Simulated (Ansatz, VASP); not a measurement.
**One calculation of TiH, two programs**

Contents of INCAR:

```
PREC = Accurate
ENCUT = 520
EDIFF = 1E-7
ISMEAR = 0
SIGMA = 0.15
LREAL = False
LASPH = True
NELM = 80
ALGO = Normal
ISIF = 2
LWAVE = False
LCHARG = False
NBANDS = 14
```

The input KPOINTS:

```
Automatic mesh
0
Gamma
  18 18 18
```

The input POSCAR:

```
TiH
1.0
    0.0000000000      2.0516219871      2.0516219871
    1.9080084480      0.0000000000      2.0516219871
    1.9080084480      2.0516219871      0.0000000000
Ti H
1 1
Direct
    0.0000000000      0.0000000000      0.0000000000
    0.5000000000      0.5000000000      0.5000000000
```

Input for Ansatz:

```yaml
crystal:
  lattice:
    - [0.0, 2.0516219871, 2.0516219871]
    - [1.908008448, 0.0, 2.0516219871]
    - [1.908008448, 2.0516219871, 0.0]
  atoms:
    - { symbol: Ti, position: [0.0, 0.0, 0.0] }
    - { symbol: H, position: [0.5, 0.5, 0.5] }
basis:
  ecutwfc: 520.0
kpoints:
  mp_grid: { grid: [18, 18, 18] }
hamiltonian:
  xc: lda
scf:
  occupations: { method: gaussian, width: 0.15 }
output:
  forces: true
  stress: true
  eigenvalues: true
  write_density: true
  write_potential: true
  elf: true
  volumetric_format: npy
```

Change from the starting cell: mode 4 frozen in at +0.000 Å, normal strain along x -0.0700.

Alike in both runs: task single point; functional LDA; k mesh 18 × 18 × 18; occupations gaussian, width 0.15 eV; no spin polarisation.

```csv
,VASP,Ansatz
version,VASP 6.6.1,Ansatz 0.2.0
potentials or method,"VASP PAW LDA potentials, release 64 (Ti_sv, H), cutoff 520 eV","scalar-relativistic, plane waves, PAW"
valence electrons in the cell,13,13
```

|  | VASP | Ansatz | Ansatz less VASP |
| --- | --- | --- | --- |
| gap on the k mesh at the Fermi level (eV) | none | none | - |
| pressure (GPa) | 13.1 | 13.0 | -0.10 |
| traceless stress, the component that is largest in VASP (GPa) | -0.92 | -0.95 | -0.036 |

LDA's correlation is that of Perdew and Zunger in VASP and of Perdew and Wang (1992) in Ansatz. A gap of «none» marks a metal or a gap that the smearing closes.
